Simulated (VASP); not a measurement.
# LiHF2 (R-3m) in VASP: G0W0 quasiparticle levels with r2SCAN

Aim: the G0W0 quasiparticle levels of LiHF2 with r2SCAN.

Everything below comes from runs of VASP 6.6.1. Logs are shortened: lines on timing, memory, paths and dates and some standing lists are left out, and cuts for length are marked.

## 1. The cell of the first run

Symmetry: R-3m, No. 166, trigonal system. The conventional cell has a = 2.935 Å, b = 2.935 Å, c = 13.093 Å, α = 90.00°, β = 90.00°, γ = 120.00°. Li (site symmetry -3m) has 6 F at 1.99 Å within 2.6 Å. Within 1.5 Å of H (site symmetry -3m) lie 2 F at 1.13 Å. F (site symmetry 3m) has 1 H at 1.13 Å within 1.5 Å.

## 2. G0W0 quasiparticle levels, r2SCAN

The input, POSCAR:

```
LiHF2
1.0
    1.4677011457      0.8473776516      4.3644587005
   -1.4677011457      0.8473776516      4.3644587005
    0.0000000000     -1.6947553032      4.3644587005
Li H F
1 1 2
Direct
    0.0000000000      0.0000000000      0.0000000000
    0.5000000000      0.5000000000      0.5000000000
    0.4133992818      0.4133992818      0.4133992818
    0.5866007182      0.5866007182      0.5866007182
```

The input, INCAR.step1:

```
SYSTEM = LiHF2
  PREC = Accurate
  ENCUT = 500
  EDIFF = 1E-8
  ISMEAR = 0
  SIGMA = 0.01
  LREAL = .FALSE.
  LASPH = .TRUE.
  NELM = 60
  ALGO = Normal
  LWAVE = .TRUE.
  LCHARG = .FALSE.
  METAGGA = R2SCAN
  LMIXTAU = .TRUE.
```

The input, INCAR.step2:

```
SYSTEM = LiHF2
  PREC = Accurate
  ENCUT = 500
  EDIFF = 1E-8
  ISMEAR = 0
  SIGMA = 0.01
  LREAL = .FALSE.
  LASPH = .TRUE.
  NELM = 1
  ALGO = Exact
  LWAVE = .TRUE.
  LCHARG = .FALSE.
  METAGGA = R2SCAN
  LMIXTAU = .TRUE.
  NBANDS = 130
  LOPTICS = .TRUE.
  ISTART = 1
```

The input, INCAR.step3:

```
SYSTEM = LiHF2
  PREC = Accurate
  ENCUT = 500
  EDIFF = 1E-8
  ISMEAR = 0
  SIGMA = 0.01
  LREAL = .FALSE.
  LASPH = .TRUE.
  ALGO = EVGW0
  LWAVE = .FALSE.
  LCHARG = .FALSE.
  METAGGA = R2SCAN
  LMIXTAU = .TRUE.
  NELMGW = 1
  NBANDS = 130
  ENCUTGW = 140.0
  NOMEGA = 96
  PRECFOCK = Fast
  ISTART = 1
  NBANDSGW = 16
  OMEGAMAX = 20
```

The input, KPOINTS:

```
Automatic mesh
0
G
  6 6 6
  0 0 0
```

Potentials or basis: VASP PAW PBE potentials, release 64 (Li_GW, H_GW, F_GW).

Run with:

```
$ cat potpaw_PBE.64/Li_GW/POTCAR potpaw_PBE.64/H_GW/POTCAR potpaw_PBE.64/F_GW/POTCAR > POTCAR
$ cp INCAR.step1 INCAR
$ mpirun -np 1 vasp_std > vasp.out
$ cp INCAR.step2 INCAR
$ mpirun -np 1 vasp_std > vasp.out
$ cp INCAR.step3 INCAR
$ mpirun -np 1 vasp_std > vasp.out
```

OUTCAR:

```text
SYSTEM = LiHF2
   PREC = Accurate
   ENCUT = 500
   EDIFF = 1E-8
   ISMEAR = 0
   LREAL = .FALSE.
   LASPH = .TRUE.
   METAGGA = R2SCAN
   NELMGW = 1
   ENCUTGW = 140.0
   PRECFOCK = Fast
   ISTART = 1

 ion  position               nearest neighbor table
   1  0.000  0.000  0.000-   4 1.99   4 1.99   3 1.99   3 1.99   4 1.99   3 1.99
   2  0.500  0.500  0.500-   3 1.13   4 1.13
   3  0.413  0.413  0.413-   2 1.13   1 1.99   1 1.99   1 1.99
   4  0.587  0.587  0.587-   2 1.13   1 1.99   1 1.99   1 1.99

  LATTYP: Found a trigonal (rhomboedric) cell.
 ALAT       =     4.6819542166
 COS(alpha) =     0.8034600066

  Lattice vectors:

 A1 = (   1.4677011457,   0.8473776516,   4.3644587005)
 A2 = (  -1.4677011457,   0.8473776516,   4.3644587005)
 A3 = (   0.0000000000,  -1.6947553032,   4.3644587005)

Analysis of symmetry for initial positions (statically):
=====================================================================
 Subroutine PRICEL returns:
 Original cell was already a primitive cell.

 Routine SETGRP: Setting up the symmetry group for a
 trigonal (rhombohedral) supercell.

 Subroutine GETGRP returns: Found 12 space group operations
 (whereof 12 operations were pure point group operations)
 out of a pool of 12 trial point group operations.

The static configuration has the point symmetry D_3d.

Analysis of symmetry for dynamics (positions and initial velocities):
=====================================================================
 Subroutine PRICEL returns:
 Original cell was already a primitive cell.

 Routine SETGRP: Setting up the symmetry group for a
 trigonal (rhombohedral) supercell.

 Subroutine GETGRP returns: Found 12 space group operations
 (whereof 12 operations were pure point group operations)
 out of a pool of 12 trial point group operations.

The dynamic configuration has the point symmetry D_3d.

 Subroutine INISYM returns: Found 12 space group operations
 (whereof 12 operations are pure point group operations),
 and found     1 'primitive' translations

----------------------------------------------------------------------------------------

                                     Primitive cell
[... 55 lines left out ...]
  0.500000 -0.000000  0.000000      3.000000
  0.166667  0.166667  0.000000      6.000000
  0.333333  0.166667  0.000000     12.000000
[... 16 lines left out ...]
  0.500000  0.500000  0.166667      6.000000
 -0.333333  0.500000  0.166667     12.000000
 [... further k-points ...]
   k-points           NKPTS =     32   k-points in BZ     NKDIM =    216   number of bands    NBANDS=    130
   number of dos      NEDOS =    301   number of ions     NIONS =      4
   total plane-waves  NPLWV =  46656
   dimension x,y,z NGX =    36 NGY =   36 NGZ =   36
   dimension x,y,z NGXF=    72 NGYF=   72 NGZF=   72
   ions per type =               1   1   2
   NGX,Y,Z   is equivalent  to a cutoff of  12.78, 12.78, 12.78 a.u.
   NGXF,Y,Z  is equivalent  to a cutoff of  25.57, 25.57, 25.57 a.u.
 SYSTEM =  LiHF2
   PREC   = accura    normal or accurate (medium, high low for compatibility)
   ISTART =      1    job   : 0-new  1-cont  2-samecut
   ICHARG =      0    charge: 1-file 2-atom 10-const
   ISPIN  =      1    spin polarized calculation?
   LNONCOLLINEAR =      F non collinear calculations
   LSORBIT =      F    spin-orbit coupling
   LASPH  =      T    aspherical Exc in radial PAW
   ENCUT  =  500.0 eV  36.75 Ry    6.06 a.u.   8.54  8.54  8.54*2*pi/ulx,y,z
   NELM   =     60;   NELMIN=  2; NELMDL=  0     # of ELM steps
   EDIFF  = 0.1E-07   stopping-criterion for ELM
   LREAL  =      F    real-space projection
   EDIFFG = 0.1E-06   stopping-criterion for IOM
   NSW    =      0    number of steps for IOM
   IBRION =     -1    ionic relax: 0-MD 1-quasi-New 2-CG
   NFREE  =      0    steps in history (QN), initial steepest desc. (CG)
   ISIF   =      0    stress and relaxation
   ISYM   =      3    0-nonsym 1-usesym 2-fastsym
   POTIM  = 0.5000    time-step for ionic-motion
   TEBEG  =    0.0;   TEEND  =   0.0 temperature during run
   PSTRESS=    0.0 pullay stress
   NELECT =      16.0000    total number of electrons
   NUPDOWN=      -1.0000    fix difference up-down
   EMIN   =  10.00;   EMAX   =-10.00  energy-range for DOS
   EFERMI =   0.00;   METHOD = LEGACY
   ISMEAR =     0;   SIGMA  =   0.01  broadening in eV -4-tet -1-fermi 0-gaus
   EFERMI_NEDOS =   21; number of points for ismear=-14 and -15
   IALGO  =     38    algorithm
   IMIX   =      4    mixing-type and parameters
     AMIX     =   0.40;   BMIX     =  1.00
     AMIX_MAG =   1.60;   BMIX_MAG =  1.00
  volume/ion in A,a.u.               =       8.14        54.95
  Fermi-wavevector in a.u.,A,eV,Ry     =   1.291763  2.441078 22.703373  1.668651
  Thomas-Fermi vector in A             =   2.423512
   LORBIT       =      0    0 simple, 1 ext, 2 COOP (PROOUT), +10 PAW based schemes
   METAGGA = R2SCAN    functional components
   LHFCALC =     T    Hartree Fock is set to
   PRECFOCK=fast      Normal, Fast or Accurate (Low or Medium for compatibility)
   ENCUT4O =  -1.0   cutoff for four orbital integrals eV
   NKREDX  =     1    reduce k-point grid by
   NKREDY  =     1    reduce k-point grid by
   NKREDZ  =     1    reduce k-point grid by
   AEXX    =    1.0000 exact exchange contribution
   HFSCREEN=    0.0000 screening length (either q_TF or 0.3 A-1)
   HFSCREENC=   0.0000 screening length for correlation (either q_TF or 0.3 A-1)
   ENCUTFOCK=  -1.0 apply spherical cutoff to Coloumb kernel
   IVDW    =     0    specifies the selected vdW correction
   LEPSILON=     F    determine dielectric tensor
   LRPA    =     F    only Hartree local field effects (RPA)
   LRPAFORCE           =     F    calculate RPA forces
   ENCUTGW             = 140.0    cutoff for response function in eV
   ENCUTGWSOFT         = 112.0    soft cutoff for Coulomb kernel in GW response function in eV
   ENCUTLF             =  -1.0    cutoff for local field effects
   NELMGW              =     1    number of iterations in solving QP/BSE equation
   NELMHF              =     1    number of iterations in the inner HF iteration
   NKREDLFX            =     1    NKREDLFY  =   1   NKREDLFZ  =   1
 non-spin polarized calculation
 Gauss-broadening in eV      SIGMA  =   0.01
  energy-cutoff  :      500.00
  volume of cell :       32.57
 maximum number of plane-waves:       861
 NGX is ok and might be reduce to    36
  NGX = 20; NGY = 20; NGZ = 20
   NGX = 17   NGY = 17   NGZ = 17
 maximum number of plane-waves:       128

 QP shifts <psi_nk| G(iteration)W_0 |psi_nk>: iteration 1
 for sc-GW calculations column KS-energies equals QP-energies in previous step
 and V_xc(KS)=  KS-energies - (<T + V_ion + V_H > + <T+V_H+V_ion>^1  + <V_x>^1)

 k-point   1 :       0.0000    0.0000    0.0000
  band No.  KS-energies  QP-energies   sigma(KS)   V_xc(KS)     V^pw_x(r,r')   Z            occupation Imag(sigma)

      1     -26.4153     -30.0753     -28.2572     -24.1185     -36.4579       0.8843       2.0000       1.1196
      2     -24.9108     -27.9858     -29.2071     -25.3218     -37.5305       0.7915       2.0000       0.8987
      3      -9.9852     -12.8418     -23.3772     -19.8892     -27.6030       0.8190       2.0000       0.0494
      4      -4.5378      -6.9558     -26.3078     -23.4057     -30.7723       0.8332       2.0000       0.0335
      5      -4.5378      -6.9558     -26.3078     -23.4057     -30.7723       0.8332       2.0000       0.0335
      6      -4.3396      -6.7541     -26.5381     -23.6382     -31.0061       0.8326       2.0000       0.0330
[... 456 lines left out ...]
      3      -8.9947     -11.7011     -24.3126     -21.0234     -28.5471       0.8228       2.0000       0.0442
      4      -6.3904      -9.1681     -23.8513     -20.5114     -28.0106       0.8317       2.0000       0.0370
      5      -5.8030      -8.4632     -24.7034     -21.5114     -28.8682       0.8334       2.0000       0.0338
      6      -5.5255      -8.1774     -25.0723     -21.8806     -29.4452       0.8309       2.0000       0.0359
[... 8 lines left out ...]
     15      17.1969      19.0793      -6.5529      -8.6745      -3.2697       0.8873       0.0000      -0.0377
     16      20.0085      21.5885      -6.1436      -7.9389      -2.7213       0.8801       0.0000      -0.0701

 [... further k-points ...]
```

OUTCAR.step1:

```text
SYSTEM = LiHF2
   PREC = Accurate
   ENCUT = 500
   EDIFF = 1E-8
   ISMEAR = 0
   LREAL = .FALSE.
[... 590 lines left out ...]
      0.00000      0.00000      6.54669         0.000000      0.000000     -0.000000
      0.00000      0.00000      5.41279         0.000000     -0.000000      0.010710
      0.00000      0.00000      7.68058         0.000000      0.000000     -0.010710
 -----------------------------------------------------------------------------------
    total drift:                               -0.000000      0.000000      0.000000

  FREE ENERGIE OF THE ION-ELECTRON SYSTEM (eV)
  ---------------------------------------------------
  free  energy   TOTEN  =       -21.8376342851 eV

  energy  without entropy=      -21.8376342851  energy(sigma->0) =      -21.83763429
```

Run time: 60 min. Hardware: 1 thread of Intel Xeon Platinum 8259CL at 2.50GHz (Skylake/Cascade Lake), shared host; peak memory 0.87 GiB.

What came out:

```yaml
Quasiparticle_gap: 13.14 eV
Least_direct_quasiparticle_gap: 13.14 eV
Band_gap_of_the_starting_levels_on_the_mesh: 9.20 eV
Least_direct_gap_of_the_starting_levels_on_the_mesh: 9.42 eV
```

Caveat: the k points lie up to 0.42 Å⁻¹ apart; bands, screening cutoff and mesh are small and nothing is extrapolated, so the quasiparticle values aren't converged.
